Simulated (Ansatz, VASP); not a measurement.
**Sr in VASP and in Ansatz**

File INCAR:

```
SYSTEM = Sr
  PREC = Accurate
  ENCUT = 520
  EDIFF = 1E-7
  ISMEAR = -1
  SIGMA = 0.1
  LREAL = .False.
  LASPH = .True.
  NELM = 100
  ALGO = Normal
  ISIF = 2
  LWAVE = .False.
  LCHARG = .True.
  GGA = RP
  LELF = .True.
  LVHAR = .True.
  NBANDS = 22
```

File KPOINTS:

```
Automatic mesh
0
Gamma
  7 7 10
  0 0 0
```

The input POSCAR:

```
Sr
1.0
    6.9854609632      0.0000000000      0.0000000000
   -3.4927304816      6.0495866513      0.0000000000
    0.0000000000      0.0000000000      4.1875108981
Sr
3
Direct
    0.0000000000      0.0000000000      0.0000000000
    0.3333333333      0.6666666667      0.5000000000
    0.6666666667      0.3333333333      0.5000000000
```

Input for Ansatz:

```yaml
crystal:
  lattice:
    - [6.9854609632, 0.0, 0.0]
    - [-3.4927304816, 6.0495866513, 0.0]
    - [0.0, 0.0, 4.1875108981]
  atoms:
    - { symbol: Sr, position: [0.0, 0.0, 0.0] }
    - { symbol: Sr, position: [0.3333333333, 0.6666666667, 0.5] }
    - { symbol: Sr, position: [0.6666666667, 0.3333333333, 0.5] }
hamiltonian:
  xc: rpbe
  pseudopotentials:
    kind: paw
    azcp:
      Sr: "pseudopotentials/Sr.paw.azcp"
basis:
  ecutwfc: 420
  fft_grid_basis: typed
kpoints:
  mp_grid: { grid: [7, 7, 10], shift: [0, 0, 0] }
magnetization:
  spin_polarized: false
scf:
  occupations: { method: fermi_dirac, width: 0.1 }
output:
  stress: true
```

Alike in both runs: task single point; functional RPBE; k mesh 7 × 7 × 10; occupations fermi-dirac, width 0.1 eV; no spin polarisation.

|  | VASP | Ansatz |
| --- | --- | --- |
| version | VASP 6.6.1 | Ansatz 0.2.0 |
| potentials or method | VASP PAW PBE potentials, release 64 (Sr_sv), cutoff 520 eV | plane waves (420 eV) with PAW, scalar-relativistic |
| valence electrons in the cell | 30 | 30 |

|  | VASP | Ansatz | Ansatz less VASP |
| --- | --- | --- | --- |
| pressure (GPa) | 0.0 | 0.0 | 0.00 |

VASP's potentials were made for PBE, not for RPBE. The functional is the same, so the differences come from potentials, cutoffs and numerics.
